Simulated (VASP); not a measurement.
A run of VASP 6.6.1 is set up as follows.

Contents of INCAR:

```
SYSTEM = PtSe2
ALGO     = Normal         ! electronic algorithm
DIPOL    = 0.5 0.5 0.500
EDIFF    = 1E-6           ! SCF threshold, eV
ENCUT    = 520            ! plane-wave cutoff, eV
GGA      = PE             ! functional
IDIPOL   = 3            
ISIF     = 2              ! what is computed and relaxed
ISMEAR   = 0              ! smearing method
LASPH    = .True.         ! aspherical terms in the spheres
LCHARG   = .False.        ! write CHGCAR
LDIPOL   = .True.       
LREAL    = .False.        ! projectors in reciprocal space
LWAVE    = .False.        ! write WAVECAR
NBANDS   = 18             ! bands
NELM     = 80             ! most SCF steps
PREC     = Accurate       ! precision mode
SIGMA    = 0.1            ! smearing width, eV
```

The input KPOINTS:

```
k-points
0
Gamma
  6 6 1
  0 0 0
```

POSCAR

```
PtSe2
1.0
    2.9866648500      0.0000000000      0.0000000000
   -1.4933324300      2.5865277700      0.0000000000
    0.0000000000      0.0000000000     18.0000000000
Pt Se
1 2
Direct
    0.6666666700      0.3333333300      0.5000000000
    0.3333333300      0.6666666700      0.5843816600
    0.3333333300      0.6666666700      0.4156183400
```

Potentials or basis: VASP PAW PBE potentials, release 64 (Pt, Se).

Run with:

```sh
$ cat potpaw_PBE.64/Pt/POTCAR potpaw_PBE.64/Se/POTCAR > POTCAR
$ mpirun -np 1 vasp_std > vasp.out
```

Question: Estimate the largest force.

Answer: 7.749 eV/Å.

Question: Estimate the band gap on the k mesh.

Answer: Zero (band 11 reaches 2.64 eV, above the bottom of band 12 at 0.24 eV).

Forces on the atoms (eV/Å):
```
Pt   0.000  0.000  0.000
Se   0.000  0.000  7.749
Se   0.000  0.000 -7.749
```

Caveat: the k points lie up to 0.40 Å⁻¹ apart; spin-orbit coupling is left out, which moves the levels of the heavy elements.
